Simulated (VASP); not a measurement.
Set up this calculation in VASP 6.6.1, as the native input.

```yaml
Task: single point
Functional: BLYP
Dispersion: D4
Potentials_or_basis: VASP PAW PBE potentials, release 64 (Ni, Al)
Cutoff: 520 eV
k_mesh: 8 × 8 × 8
Occupations: fermi-dirac, width 0.05 eV
Spin: collinear spin, ferromagnetic start
Starting_moments: "[1.0, 1.0, 1.0, 0.0] μB"
Dipole_correction: no
Further_INCAR_settings: ALGO = Fast; EDIFF = 1e-06; NBANDS = 28
```

The structure of AlNi3 lies in POSCAR:

```
AlNi3
1.0
    3.5324094251      0.0000000000      0.0000000000
    0.0000000000      3.5324094251      0.0000000000
    0.0000000000      0.0000000000      3.5324094251
Ni Al
3 1
Direct
    0.5000000000      0.5000000000      0.0000000000
    0.5000000000      0.0000000000      0.5000000000
    0.0000000000      0.5000000000      0.5000000000
    0.0000000000      0.0000000000      0.0000000000
```

The input as run:

INCAR

```
SYSTEM = AlNi3
  PREC = Accurate
  ENCUT = 520
  EDIFF = 1E-6
  ISMEAR = -1
  SIGMA = 0.05
  LREAL = .FALSE.
  LASPH = .TRUE.
  NELM = 150
  ALGO = Fast
  ISIF = 2
  LWAVE = .FALSE.
  LCHARG = .FALSE.
  ISPIN = 2
  MAGMOM = 1 1 1 0
  LORBIT = 11
  LMAXMIX = 4
  GGA = B5
  ALDAX = 1.0
  AGGAX = 1.0
  AGGAC = 1.0
  ALDAC = 0.0
  IVDW = 13
  VDW_S6 = 1.0
  VDW_S8 = 2.34076671
  VDW_A1 = 0.44488865
  VDW_A2 = 4.0933009
  NBANDS = 28
```

KPOINTS

```
regular mesh
0
G
  8 8 8
  0 0 0
```

Potentials or basis: VASP PAW PBE potentials, release 64 (Ni, Al).

Run with:

```console
$ cat potpaw_PBE.64/Ni/POTCAR potpaw_PBE.64/Al/POTCAR > POTCAR
$ mpirun -np 1 vasp_std > vasp.out
```

It gave:

| Item | Value |
| --- | --- |
| Pressure | 0.3 GPa |
| Net moment | 0.61 μB per cell |
| Site moments | Ni +0.21; Al -0.01 μB |
| Valence electrons inside the program's atomic spheres | Ni 9.48; Al 0.81 |
| Dispersion energy per atom | -0.896 eV |

Caveat: the PAW data sets were made with another functional, which shifts forces and pressure a little.

It took 47 s on 1 thread of Intel(R) Xeon(R) 6975P-C (Granite Rapids), on a shared host, peak memory 0.21 GiB.
